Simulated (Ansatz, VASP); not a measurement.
## One calculation of BaTiO3, two programs

Contents of POSCAR:

```
BaTiO3
1.0
    4.0724314496      0.0000000000      0.0000000000
    0.0000000000      4.0724314496      0.0000000000
    0.0000000000      0.0000000000      4.0724314496
Ba Ti O
1 1 3
Direct
    0.5000000000      0.5000000000      0.5000000000
    0.0000000000      0.0000000000      0.0000000000
    0.5000000000      0.0000000000      0.0000000000
    0.0000000000      0.5000000000      0.0000000000
    0.0000000000      0.0000000000      0.5000000000
```

File INCAR.step1:

```
SYSTEM = BaTiO3
PREC = Accurate
ENCUT = 910
ISMEAR = 0
SIGMA = 0.01
LREAL = .False.
LASPH = .True.
NELM = 120
NBANDS = 28
GGA = PE
ALGO = Normal
EDIFF = 1E-5
LWAVE = .True.
LCHARG = .False.
GGA_COMPAT = .False.
```

INCAR.step2

```
SYSTEM = BaTiO3
PREC = Accurate
ENCUT = 910
EDIFF = 1E-6
ISMEAR = 0
SIGMA = 0.01
LREAL = .False.
LASPH = .True.
NELM = 120
ALGO = Normal
ISIF = 2
LWAVE = .False.
LCHARG = .False.
METAGGA = R2SCAN
LMIXTAU = .True.
NBANDS = 28
ISTART = 1
GGA_COMPAT = .False.
```

File KPOINTS:

```
regular mesh
0
Gamma
  6 6 6
  0 0 0
```

Input for Ansatz:

```yaml
crystal:
  lattice:
    - [4.0724314496, 0.0, 0.0]
    - [0.0, 4.0724314496, 0.0]
    - [0.0, 0.0, 4.0724314496]
  atoms:
    - { symbol: Ba, position: [0.5, 0.5, 0.5] }
    - { symbol: Ti, position: [0.0, 0.0, 0.0] }
    - { symbol: O, position: [0.5, 0.0, 0.0] }
    - { symbol: O, position: [0.0, 0.5, 0.0] }
    - { symbol: O, position: [0.0, 0.0, 0.5] }
kpoints:
  mp_grid: { grid: [6, 6, 6] }
hamiltonian:
  xc: r2scan
scf:
  occupations: { method: fixed }
  n_extra_bands: 5
output:
  forces: true
  stress: true
  eigenvalues: true
```

Alike in both runs: task single point; functional r2SCAN; k mesh 6 × 6 × 6; no spin polarisation.

```csv
,VASP,Ansatz
version,VASP 6.6.1,Ansatz 0.2.0
potentials or method,"VASP PAW PBE potentials, release 64 (Ba_sv, Ti_sv, O_h)","plane waves, PAW"
plane-wave cutoff (eV),910,500
occupations,"gaussian, width 0.01 eV",fixed
valence electrons in the cell,40,40
```

|  | VASP | Ansatz | Ansatz less VASP |
| --- | --- | --- | --- |
| gap on the k mesh at the Fermi level (eV) | 2.02 | 2.02 | +0.009 |

VASP's potentials were made for PBE, not for r2SCAN.

Spin-orbit coupling is off throughout. Noted on VASP's run: the cutoff is short for stress, so the pressure is rough.
